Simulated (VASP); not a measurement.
The system is TaAs.

```
Ta As
1.0
     0.00000    2.63288    2.63288
     2.63288    0.00000    2.63288
     2.63288    2.63288    0.00000
Ta As
1 1
Direct
  0.50000 0.50000 0.50000
  0.00000 0.00000 0.00000
```

Base run:

| Property | Result |
| --- | --- |
| Program | VASP 6.6.1 |
| Functional | PBE |
| Potentials or basis | VASP PAW PBE potentials, release 64 (Ta_pv, As) |
| Cutoff | 500 eV |
| k mesh | 12 × 12 × 12 |
| Occupations | gaussian, width 0.05 eV |
| Spin | no spin polarisation |

Its results: band gap on the k mesh zero (bands 8 and 9 overlap by 2.17 eV); pressure 0.4 GPa.

Problem. After a change of settings the same cell gave: band gap on the k mesh zero (bands 8 and 9 overlap by 2.17 eV); pressure -4.9 GPa. Which change was it?
A. functional from PBE to LDA; potentials or basis from VASP PAW PBE potentials, release 64 (Ta_pv, As) to VASP PAW LDA potentials, release 64 (Ta_pv, As)
B. occupations from gaussian, width 0.05 eV to tetrahedron
C. functional from PBE to PBEsol

Solution. C.

PBEsol binds more tightly than PBE, so the same cell stands under less pressure.

Caveats: spin-orbit coupling is left out, which moves the levels of the heavy elements; the cell stands under tension (at least some runs); the PAW data sets were made with another functional, which shifts forces and pressure a little (at least some runs).
